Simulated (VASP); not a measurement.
The system is Al2H.

```
Al H
1.0
     0.00000    2.64112    2.64112
     2.64112    0.00000    2.64112
     2.64112    2.64112    0.00000
Al H
2 1
Cartesian
  1.3206 1.3206 1.3206
  3.9617 3.9617 3.9617
  0.0000 0.0000 0.0000
```

The cell was generated, and may not be a known phase.

```yaml
Program: VASP 6.6.1
Task: relaxation of cell and atoms
Functional: PBE
Potentials_or_basis: VASP PAW PBE potentials, release 64 (Al, H)
Cutoff: 500 eV
k_mesh: 6 × 6 × 6
Occupations: gaussian, width 0.2 eV
Spin: no spin polarisation
```

At the start: pressure 8.6 GPa; volume 12.28 Å³/atom.

Problem. How do energy, volume and symmetry change on relaxing?

Solution. Over 3 steps the energy falls by 36.9 meV/atom and the volume is 13.86 Å³/atom (+12.8 %); space group Fm-3m (No. 225, to 0.1 Å) before and after.

Step by step:
| step | energy change (eV) | largest force (eV/Å) | pressure (GPa) | volume (Å³) |
| --- | --- | --- | --- | --- |
| 1 | 0.0000 | 0.0000 | 8.55 | 36.85 |
| 2 | -0.1065 | 0.0000 | 1.46 | 40.45 |
| 3 | -0.1107 | 0.0000 | -0.23 | 41.58 |

Final structure:
```
Al H
1.0
     0.00000    2.74969    2.74969
     2.74969    0.00000    2.74969
     2.74969    2.74969    0.00000
Al H
2 1
Direct
  0.25000 0.25000 0.25000
  0.75000 0.75000 0.75000
  0.00000 0.00000 0.00000
```
